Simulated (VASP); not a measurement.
# Zr (Immm) in VASP: notebook

Runs on Zr. Level: PBE. Tasks: single point.

All numbers are computed with VASP 6.6.1; they aren't measurements. Logs are shortened: lines on timing, memory, paths and dates and some standing lists are left out, and cuts for length are marked.

## (1) The cell of the first run

Symmetry: Immm, No. 71, orthorhombic system. The conventional cell has a = 3.163 Å, b = 3.324 Å, c = 4.236 Å, α = 90.00°, β = 90.00°, γ = 90.00°. Within 4.3 Å of Zr (site symmetry mmm) lie 14 Zr at 3.12 to 4.24 Å.

## (2) Single point, PBE

INCAR

```
PREC = Accurate ; ENCUT = 520
EDIFF = 1E-7 ; ISMEAR = 0
SIGMA = 0.15 ; LREAL = False
LASPH = True ; NELM = 100
ALGO = Fast ; ISIF = 2
LWAVE = False ; LCHARG = False
GGA = PE ; NBANDS = 12
```

KPOINTS

```
regular mesh
0
Gamma
  18 18 18
```

POSCAR

```
Zr
1.0
   -1.5817436637      2.1179279564      1.6621713076
    1.5817436637     -2.1179279564      1.6621713076
    1.5817436637      2.1179279564     -1.6621713076
Zr
1
Direct
    0.0000000000      0.0000000000      0.0000000000
```

Potentials or basis: VASP PAW PBE potentials, release 64 (Zr_sv).

Run with:

```sh
> cat potpaw_PBE.64/Zr_sv/POTCAR > POTCAR
> mpirun -np 1 vasp_std > vasp.out
```

OUTCAR:

```text
PREC = Accurate
   ENCUT = 520
   EDIFF = 1E-7
   ISMEAR = 0
   LREAL = False
   LASPH = True
   NELM = 100
   ISIF = 2
   GGA = PE

 ion  position               nearest neighbor table
   1  0.000  0.000  0.000-

  LATTYP: Found a body centered orthorhombic cell.
 ALAT       =     3.1634873274
 B/A-ratio  =     1.0508474576
 C/A-ratio  =     1.3389830508

  Lattice vectors:

 A1 = (  -1.5817436637,  -2.1179279564,   1.6621713076)
 A2 = (   1.5817436637,  -2.1179279564,  -1.6621713076)
 A3 = (   1.5817436637,   2.1179279564,   1.6621713076)

Analysis of symmetry for initial positions (statically):
=====================================================================
 Subroutine PRICEL returns:
 Original cell was already a primitive cell.

 Routine SETGRP: Setting up the symmetry group for a
 body centered orthorhombic supercell.

 Subroutine GETGRP returns: Found  8 space group operations
 (whereof  8 operations were pure point group operations)
 out of a pool of  8 trial point group operations.

The static configuration has the point symmetry D_2h.

Analysis of symmetry for dynamics (positions and initial velocities):
=====================================================================
 Subroutine PRICEL returns:
 Original cell was already a primitive cell.

 Routine SETGRP: Setting up the symmetry group for a
 body centered orthorhombic supercell.

 Subroutine GETGRP returns: Found  8 space group operations
 (whereof  8 operations were pure point group operations)
 out of a pool of  8 trial point group operations.

The dynamic configuration has the point symmetry D_2h.

 Subroutine INISYM returns: Found  8 space group operations
 (whereof  8 operations are pure point group operations),
 and found     1 'primitive' translations

----------------------------------------------------------------------------------------

                                     Primitive cell

  volume of cell :      22.2732

  direct lattice vectors                    reciprocal lattice vectors
    -1.581743664  2.117927956  1.662171308     0.000000000  0.236079796  0.300811353
     1.581743664 -2.117927956  1.662171308     0.316106846  0.000000000  0.300811353
     1.581743664  2.117927956 -1.662171308     0.316106846  0.236079796  0.000000000

  length of vectors
[... 86 lines left out ...]
   ISIF   =      2    stress and relaxation
   ISYM   =      2    0-nonsym 1-usesym 2-fastsym
   POTIM  = 0.5000    time-step for ionic-motion
   TEBEG  =    0.0;   TEEND  =   0.0 temperature during run
   PSTRESS=    0.0 pullay stress
   NELECT =      12.0000    total number of electrons
   NUPDOWN=      -1.0000    fix difference up-down
   EMIN   =  10.00;   EMAX   =-10.00  energy-range for DOS
   EFERMI =   0.00;   METHOD = LEGACY
   ISMEAR =     0;   SIGMA  =   0.15  broadening in eV -4-tet -1-fermi 0-gaus
   EFERMI_NEDOS =   21; number of points for ismear=-14 and -15
   IALGO  =     68    algorithm
   IMIX   =      4    mixing-type and parameters
     AMIX     =   0.40;   BMIX     =  1.00
     AMIX_MAG =   1.60;   BMIX_MAG =  1.00
  volume/ion in A,a.u.               =      22.27       150.31
  Fermi-wavevector in a.u.,A,eV,Ry     =   1.332112  2.517328 24.143860  1.774524
  Thomas-Fermi vector in A             =   2.461072
   LORBIT       =      0    0 simple, 1 ext, 2 COOP (PROOUT), +10 PAW based schemes
   GGA     = PE    functional components
   LHFCALC =     F    Hartree Fock is set to
   AEXX    =    0.0000 exact exchange contribution
   IVDW    =     0    specifies the selected vdW correction
   LEPSILON=     F    determine dielectric tensor
   LRPA    =     F    only Hartree local field effects (RPA)
 non-spin polarized calculation
 RMM-DIIS sequential band-by-band and
 Gauss-broadening in eV      SIGMA  =   0.15
  energy-cutoff  :      520.00
  volume of cell :       22.27
 maximum number of plane-waves:       613
   NGX = 11   NGY = 11   NGZ = 11

 number of electron      12.0000000 magnetization

 Free energy of the ion-electron system (eV)
  ---------------------------------------------------
  ext. energy  EPLUGINS =         0.00000000
  ---------------------------------------------------
  free energy    TOTEN  =        -8.46492397 eV

  energy without entropy =       -8.44769770  energy(sigma->0) =       -8.45631084

 E-fermi :   9.3586     XC(G=0): -11.2828

 val. band max:        9.3577006286   @ k =   0.2222   0.0000   0.0000
 cond. band min:       9.3603911710   @ k =   0.3889   0.1667   0.1111
 fundamental gap:      0.0026905424
 Fermi energy:         9.3586301663

 k-point     1 :       0.0000    0.0000    0.0000
  band No.  band energies     occupation
      1     -39.2343      2.00000
      2     -16.7130      2.00000
      3     -16.6780      2.00000
      4     -16.6527      2.00000
      5       3.7687      2.00000
      6       9.8283      0.00001
      7      10.5028      0.00000
      8      10.8946      0.00000
      9      12.3473      0.00000
     10      13.4562      0.00000
     11      20.0643      0.00000
     12      23.1508      0.00000
[... 331 lines left out ...]
 k-point    24 :      -0.2778    0.0556    0.0000
  band No.  band energies     occupation
      1     -39.1545      2.00000
      2     -17.2446      2.00000
      3     -16.7738      2.00000
      4     -16.7113      2.00000
      5       5.4468      2.00000
      6       9.2511      1.68910
      7      10.5781      0.00000
      8      10.9416      0.00000
      9      12.6858      0.00000
     10      13.3133      0.00000
     11      20.7787      0.00000
     12      23.0572      0.00000

 [... further k-points ...]

------------------------ aborting loop because EDIFF is reached ----------------------------------------

  FORCE on cell =-STRESS in cart. coord.  units (eV):
  Direction    XX          YY          ZZ          XY          YZ          ZX
  --------------------------------------------------------------------------------------
  -------------------------------------------------------------------------------------
  Total        0.6553405      0.6437118      0.2709457      0.0000000      0.0000000      0.0000000
  in kB       47.1405359     46.3040508     19.4899075      0.0000000      0.0000000      0.0000000
  external PRESSURE =      37.6448314 kB  Pullay stress =       0.0000000 kB

 VOLUME and BASIS-vectors are now :
 -----------------------------------------------------------------------------
  energy-cutoff  :      520.00
  volume of cell :       22.27
      direct lattice vectors                 reciprocal lattice vectors
    -1.581743664  2.117927956  1.662171308     0.000000000  0.236079796  0.300811353
     1.581743664 -2.117927956  1.662171308     0.316106846  0.000000000  0.300811353
     1.581743664  2.117927956 -1.662171308     0.316106846  0.236079796  0.000000000

 POSITION                                       TOTAL-FORCE (eV/Angst)
 -----------------------------------------------------------------------------------
      0.00000      0.00000      0.00000        -0.000000      0.000000      0.000000
 -----------------------------------------------------------------------------------
    total drift:                               -0.000000      0.000000      0.000000

  FREE ENERGIE OF THE ION-ELECTRON SYSTEM (eV)
  ---------------------------------------------------
  free  energy   TOTEN  =        -8.4649239712 eV

  energy  without entropy=       -8.4476977009  energy(sigma->0) =       -8.45631084
```

OSZICAR:

```text
N       E                     dE             d eps       ncg     rms          rms(c)
DAV:   1     0.874449419217E+02    0.87445E+02   -0.69802E+03 20840   0.101E+03
DAV:   2    -0.576636796828E+01   -0.93211E+02   -0.90574E+02 23824   0.272E+02
DAV:   3    -0.870525820649E+01   -0.29389E+01   -0.28983E+01 31076   0.410E+01
[... 13 lines left out ...]
RMM:  17    -0.846491138649E+01   -0.24115E-04   -0.10681E-04 35803   0.128E-01    0.805E-02
RMM:  18    -0.846492092954E+01   -0.95430E-05   -0.28368E-05 32361   0.614E-02    0.223E-02
RMM:  19    -0.846492341577E+01   -0.24862E-05   -0.45514E-06 29817   0.191E-02    0.470E-03
RMM:  20    -0.846492391251E+01   -0.49675E-06   -0.97038E-07 24115   0.762E-03    0.989E-04
RMM:  21    -0.846492397125E+01   -0.58732E-07   -0.30871E-07 17638   0.357E-03
   1 F= -.84649240E+01 E0= -.84563108E+01  d E =-.172263E-01
```

Wall time 5.5 min (1 thread of AMD EPYC 7R43 (Zen 3), shared host); peak memory 0.29 GiB.

What came out:

```yaml
Free_energy: -8.4649 eV
Pressure: 3.8 GPa
Band_gap_on_the_k_mesh: zero (bands 6 and 7 overlap by 1.43 eV)
```

Caveat: the cell differs from its parent crystal (strain +e along x and -e along y -0.1500, strain +e along z and -e/2 along x and y -0.0700); the cell stands under pressure.

## (3) Single point, PBE

INCAR

```
SYSTEM = Zr
PREC     = Accurate       ! precision mode
ENCUT    = 520            ! plane-wave cutoff, eV
EDIFF    = 1E-6           ! SCF threshold, eV
ISMEAR   = 0              ! smearing method
SIGMA    = 0.15           ! smearing width, eV
LREAL    = .False.        ! projectors in reciprocal space
LASPH    = .True.         ! aspherical terms in the spheres
NELM     = 100            ! most SCF steps
ALGO     = Fast           ! electronic algorithm
ISIF     = 2              ! what is computed and relaxed
LWAVE    = .False.        ! write WAVECAR
LCHARG   = .True.         ! write CHGCAR
GGA      = PE             ! functional
LELF     = .True.         ! ELF
LVHAR    = .True.       
NBANDS   = 12             ! bands
```

KPOINTS

```
Automatic mesh
0
Gamma
  18 18 18
  0 0 0
```

POSCAR

```
Zr
1.0
   -1.6770951037      1.8558232013      1.8289246226
    1.6770951037     -1.8558232013      1.8289246226
    1.6770951037      1.8558232013     -1.8289246226
Zr
1
Direct
    0.0000000000      0.0000000000      0.0000000000
```

Potentials or basis: VASP PAW PBE potentials, release 64 (Zr_sv).

Run with:

```sh
> cat potpaw_PBE.64/Zr_sv/POTCAR > POTCAR
> mpirun -np 1 vasp_std > vasp.out
```

OUTCAR:

```text
SYSTEM = Zr
   PREC = Accurate
   ENCUT = 520
   EDIFF = 1E-6
   ISMEAR = 0
   LREAL = .False.
   LASPH = .True.
   NELM = 100
   ISIF = 2
   GGA = PE

 ion  position               nearest neighbor table
   1  0.000  0.000  0.000-

  LATTYP: Found a body centered orthorhombic cell.
 ALAT       =     3.3541902074
 B/A-ratio  =     1.0905312517
 C/A-ratio  =     1.1065700432

  Lattice vectors:

 A1 = (  -1.6770951037,  -1.8558232013,   1.8289246226)
 A2 = (   1.6770951037,  -1.8558232013,  -1.8289246226)
 A3 = (   1.6770951037,   1.8558232013,   1.8289246226)

Analysis of symmetry for initial positions (statically):
=====================================================================
 Subroutine PRICEL returns:
 Original cell was already a primitive cell.

 Routine SETGRP: Setting up the symmetry group for a
 body centered orthorhombic supercell.

 Subroutine GETGRP returns: Found  8 space group operations
 (whereof  8 operations were pure point group operations)
 out of a pool of  8 trial point group operations.

The static configuration has the point symmetry D_2h.

Analysis of symmetry for dynamics (positions and initial velocities):
=====================================================================
 Subroutine PRICEL returns:
 Original cell was already a primitive cell.

 Routine SETGRP: Setting up the symmetry group for a
 body centered orthorhombic supercell.

 Subroutine GETGRP returns: Found  8 space group operations
 (whereof  8 operations were pure point group operations)
 out of a pool of  8 trial point group operations.

The dynamic configuration has the point symmetry D_2h.

 Subroutine INISYM returns: Found  8 space group operations
 (whereof  8 operations are pure point group operations),
 and found     1 'primitive' translations

----------------------------------------------------------------------------------------

                                     Primitive cell

  volume of cell :      22.7693

[... 115 lines left out ...]
   LEPSILON=     F    determine dielectric tensor
   LRPA    =     F    only Hartree local field effects (RPA)
 non-spin polarized calculation
 RMM-DIIS sequential band-by-band and
 Gauss-broadening in eV      SIGMA  =   0.15
  energy-cutoff  :      520.00
  volume of cell :       22.77
 maximum number of plane-waves:       628
   NGX = 11   NGY = 11   NGZ = 11

 number of electron      12.0000000 magnetization

 Free energy of the ion-electron system (eV)
  ---------------------------------------------------
  ext. energy  EPLUGINS =         0.00000000
  ---------------------------------------------------
  free energy    TOTEN  =        -8.45434933 eV

  energy without entropy =       -8.43388604  energy(sigma->0) =       -8.44411768

 E-fermi :   8.9898     XC(G=0): -11.1781

 val. band max:        8.9872284055   @ k =   0.5000   0.0556   0.0000
 cond. band min:       8.9902119210   @ k =   0.2222  -0.2222   0.2222
 fundamental gap:      0.0029835155
 Fermi energy:         8.9898096971

 k-point     1 :       0.0000    0.0000    0.0000
  band No.  band energies     occupation
      1     -39.5034      2.00000
      2     -16.9887      2.00000
      3     -16.9875      2.00000
      4     -16.9711      2.00000
      5       3.5562      2.00000
      6       9.4930      0.00000
      7      10.4230      0.00000
      8      10.5503      0.00000
      9      11.8722      0.00000
     10      13.2156      0.00000
     11      20.9021      0.00000
     12      21.1041      0.00000
[... 331 lines left out ...]
 k-point    24 :      -0.2778    0.0556   -0.0000
  band No.  band energies     occupation
      1     -39.4241      2.00000
      2     -17.5299      2.00000
      3     -17.1153      2.00000
      4     -16.9832      2.00000
      5       5.2920      2.00000
      6       9.1013      0.29300
      7       9.6243      0.00000
      8      11.3864      0.00000
      9      12.4340      0.00000
     10      12.9432      0.00000
     11      21.3273      0.00000
     12      22.2120      0.00000

 [... further k-points ...]

------------------------ aborting loop because EDIFF is reached ----------------------------------------

  FORCE on cell =-STRESS in cart. coord.  units (eV):
  Direction    XX          YY          ZZ          XY          YZ          ZX
  --------------------------------------------------------------------------------------
  -------------------------------------------------------------------------------------
  Total       -0.1492247      0.1829550      0.1891286      0.0000000      0.0000000     -0.0000000
  in kB      -10.5002882     12.8737425     13.3081477      0.0000000      0.0000000     -0.0000000
  external PRESSURE =       5.2272007 kB  Pullay stress =       0.0000000 kB

 VOLUME and BASIS-vectors are now :
 -----------------------------------------------------------------------------
  energy-cutoff  :      520.00
  volume of cell :       22.77
      direct lattice vectors                 reciprocal lattice vectors
    -1.677095104  1.855823201  1.828924623     0.000000000  0.269422216  0.273384695
     1.677095104 -1.855823201  1.828924623     0.298134554  0.000000000  0.273384695
     1.677095104  1.855823201 -1.828924623     0.298134554  0.269422216  0.000000000

 POSITION                                       TOTAL-FORCE (eV/Angst)
 -----------------------------------------------------------------------------------
      0.00000      0.00000      0.00000         0.000000      0.000000     -0.000000
 -----------------------------------------------------------------------------------
    total drift:                                0.000000     -0.000000      0.000000

  FREE ENERGIE OF THE ION-ELECTRON SYSTEM (eV)
  ---------------------------------------------------
  free  energy   TOTEN  =        -8.4543493253 eV

  energy  without entropy=       -8.4338860362  energy(sigma->0) =       -8.44411768
```

OSZICAR:

```text
N       E                     dE             d eps       ncg     rms          rms(c)
DAV:   1     0.875733586151E+02    0.87573E+02   -0.69309E+03 20832   0.999E+02
DAV:   2    -0.570393028639E+01   -0.93277E+02   -0.90634E+02 23924   0.271E+02
DAV:   3    -0.870943403024E+01   -0.30055E+01   -0.29603E+01 31392   0.410E+01
DAV:   4    -0.877252966610E+01   -0.63096E-01   -0.63037E-01 23816   0.568E+00
DAV:   5    -0.877396167360E+01   -0.14320E-02   -0.14319E-02 30172   0.620E-01    0.106E+01
RMM:   6    -0.849755964332E+01    0.27640E+00   -0.29629E-01 21966   0.450E+00    0.437E+00
RMM:   7    -0.844695053219E+01    0.50609E-01   -0.24298E-01 24163   0.358E+00    0.687E-01
RMM:   8    -0.845307646516E+01   -0.61259E-02   -0.38876E-02 27361   0.159E+00    0.492E-01
RMM:   9    -0.845428217331E+01   -0.12057E-02   -0.15520E-02 28211   0.905E-01    0.234E-01
RMM:  10    -0.845443045339E+01   -0.14828E-03   -0.48251E-03 24456   0.770E-01    0.233E-01
RMM:  11    -0.845427905392E+01    0.15140E-03   -0.20111E-03 28766   0.379E-01    0.715E-02
RMM:  12    -0.845432315804E+01   -0.44104E-04   -0.32863E-04 33751   0.999E-02    0.726E-02
RMM:  13    -0.845433593172E+01   -0.12774E-04   -0.95335E-05 33016   0.704E-02    0.464E-02
RMM:  14    -0.845434756009E+01   -0.11628E-04   -0.59562E-05 27720   0.872E-02    0.121E-02
RMM:  15    -0.845434838090E+01   -0.82082E-06   -0.15257E-05 27701   0.302E-02    0.461E-03
RMM:  16    -0.845434932534E+01   -0.94443E-06   -0.58487E-06 20755   0.142E-02
   1 F= -.84543493E+01 E0= -.84441177E+01  d E =-.204633E-01
```

stdout:

```text
POSCAR found type information on POSCAR Zr
 POSCAR found :  1 types and       1 ions
 scaLAPACK will be used
 LDA part: xc-table for (Slater+PW92), standard interpolation
 POSCAR, INCAR and KPOINTS ok, starting setup
 FFT: planning ... GRIDC
 FFT: planning ... GRID_SOFT
 FFT: planning ... GRID
 WAVECAR not read
 entering main loop
WARNING in EDDRMM: call to ZHEGV failed, returncode =   6  3      5
WARNING in EDDRMM: call to ZHEGV failed, returncode =   6  3      5
WARNING in EDDRMM: call to ZHEGV failed, returncode =   6  3     12
WARNING in EDDRMM: call to ZHEGV failed, returncode =   8  4      5
WARNING in EDDRMM: call to ZHEGV failed, returncode =   8  4      9
WARNING in EDDRMM: call to ZHEGV failed, returncode =   8  4      8
WARNING in EDDRMM: call to ZHEGV failed, returncode =   8  4      5
WARNING in EDDRMM: call to ZHEGV failed, returncode =   6  3     11
WARNING in EDDRMM: call to ZHEGV failed, returncode =   6  3      9
WARNING in EDDRMM: call to ZHEGV failed, returncode =   6  3      7
WARNING in EDDRMM: call to ZHEGV failed, returncode =   6  3      7
WARNING in EDDRMM: call to ZHEGV failed, returncode =   6  3      5
WARNING in EDDRMM: call to ZHEGV failed, returncode =   6  3     10
WARNING in EDDRMM: call to ZHEGV failed, returncode =   6  3      5
WARNING in EDDRMM: call to ZHEGV failed, returncode =   6  3      8
```

Wall time 3.9 min (1 thread of AMD EPYC 7R43 (Zen 3), shared host); peak memory 0.29 GiB.

Results:

| Item | Value |
| --- | --- |
| Free energy | -8.4543 eV |
| Pressure | 0.5 GPa |
| Band gap on the k mesh | zero (bands 6 and 7 overlap by 1.65 eV) |

Stress tensor (GPa, compression positive):
```
-1.05  0.00  0.00
 0.00  1.29  0.00
 0.00  0.00  1.33
```

Levels at points of the mesh, in eV from the Fermi level:
| k point | band 4 | band 5 | band 6 | band 7 | band 8 | band 9 |
| --- | --- | --- | --- | --- | --- | --- |
| (0.00, 0.00, 0.00) | -25.96 | -5.43 | 0.50 | 1.43 | 1.56 | 2.88 |
| (0.50, 0.00, 0.00) | -25.95 | -2.86 | 0.00 | 1.28 | 2.77 | 3.94 |
| (0.00, 0.50, 0.00) | -26.03 | -2.88 | -1.11 | 1.93 | 3.74 | 4.97 |
| (0.50, 0.50, 0.00) | -26.02 | -2.87 | -0.96 | 1.84 | 3.50 | 4.95 |
| (0.50, 0.50, 0.50) | -26.54 | -2.76 | -2.54 | 5.65 | 5.69 | 5.94 |

Caveat: the cell differs from its parent crystal (strain +e along x and -e along y -0.0500, strain +e along z and -e/2 along x and y +0.0233).
